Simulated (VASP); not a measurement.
Co: single point with LDA

Co:

```
Co
1.0
     2.48737    0.00000    0.00000
    -1.24368    2.15412    0.00000
     0.00000    0.00000    4.06329
Co
2
Direct
  0.66667 0.33333 0.25986
  0.33333 0.66667 0.74014
```

```json
{"Program": "VASP 6.6.1", "Task": "single point", "Functional": "LDA", "Potentials or basis": "VASP PAW LDA potentials, release 64 (Co)", "Cutoff": "520 eV", "k mesh": "14 × 14 × 8", "Occupations": "fermi-dirac, width 0.1 eV", "Spin": "collinear spin, ferromagnetic start", "Starting moments": "[1.8, 1.8] μB"}
```

```
Pressure                                              : -18.7 GPa
Largest force                                         : 0.427 eV/Å
Net moment                                            : 3.06 μB per cell
Site moments                                          : Co +1.53 μB
Valence electrons inside the program's atomic spheres : Co 8.28
```

Forces in eV/Å, atoms in the order of the input:
```
Co   0.000  0.000 -0.427
Co   0.000  0.000  0.427
```

Stress tensor (GPa, compression positive):
```
-18.01   0.00   0.00
  0.00 -18.01   0.00
  0.00   0.00 -19.99
```

Levels at points of the mesh, in eV from the Fermi level:
Spin up:
| k point | band 8 | band 9 | band 10 | band 11 | band 12 | band 13 |
| --- | --- | --- | --- | --- | --- | --- |
| (0.00, 0.00, 0.00) | -1.70 | -1.70 | -0.63 | -0.63 | -0.15 | 6.22 |
| (0.50, 0.00, 0.00) | -0.49 | -0.45 | -0.32 | 1.43 | 3.42 | 9.45 |
| (0.00, 0.00, 0.50) | -2.48 | -1.05 | -1.05 | -0.86 | -0.86 | 14.15 |
| (0.50, 0.00, 0.50) | -0.86 | -0.42 | -0.37 | 1.50 | 1.78 | 7.18 |
Spin down:
| k point | band 5 | band 6 | band 7 | band 8 | band 9 | band 10 |
| --- | --- | --- | --- | --- | --- | --- |
| (0.00, 0.00, 0.00) | -1.04 | -0.72 | -0.72 | -0.18 | -0.18 | 0.02 |
| (0.50, 0.00, 0.00) | -1.16 | -1.08 | -0.69 | 1.11 | 1.20 | 1.28 |
| (0.00, 0.00, 0.50) | -1.10 | -1.10 | -1.09 | -1.09 | 0.54 | 0.54 |
| (0.50, 0.00, 0.50) | -0.31 | 0.08 | 0.24 | 0.36 | 1.18 | 1.23 |

Wall time 2.2 min on 1 thread of Intel(R) Xeon(R) Platinum 8259CL CPU @ 2.50GHz (Skylake/Cascade Lake), with other jobs on the host, peak memory 0.2 GiB.
